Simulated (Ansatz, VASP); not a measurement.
One calculation of Al3NiIr, two programs

```
CELL_PARAMETERS angstrom
4.66770 0.00000 0.00000
0.00000 4.66770 0.00000
0.00000 0.00000 4.66770
ATOMIC_POSITIONS crystal
Al 0.50000 0.00000 0.00000
Al 0.00000 0.50000 0.00000
Al 0.00000 0.00000 0.50000
Ni 0.50000 0.50000 0.50000
Ir 0.00000 0.00000 0.00000
```

Change from the starting cell: species swapped into the CeRu3C type (Pm-3m, No. 221).

Alike in both runs: functional PBE; k mesh 8 × 8 × 8; occupations gaussian, width 0.1 eV; collinear spin.

Ansatz relaxed the structure, and its values are those at the end. VASP's run is a single point on that final structure, the one shown.

|  | VASP | Ansatz |
| --- | --- | --- |
| version | VASP 6.6.1 | Ansatz 0.2.0 |
| potentials or method | VASP PAW PBE potentials, release 64 (Al, Ni, Ir), cutoff 520 eV | scalar-relativistic, plane waves, PAW |
| valence electrons in the cell | 28 | 44 |

|  | VASP | Ansatz | Ansatz less VASP |
| --- | --- | --- | --- |
| gap on the k mesh at the Fermi level (eV) | none | none | - |
| pressure (GPa) | 0.0 | 0.0 | +0.02 |
| net moment per atom (μB) | 0.10 | 0.10 | +0.002 |
| size of the moment on the site where the two differ most (μB) | 0.46 | 0.48 | +0.019 |

Site moments also hang on the region over which each program counts them. A gap of «none» marks a metal or a gap that the smearing closes. VASP's potentials hold 28 valence electrons a cell and Ansatz's 44, so a difference there can come from the potentials and not from the codes.

Spin-orbit coupling is off throughout.
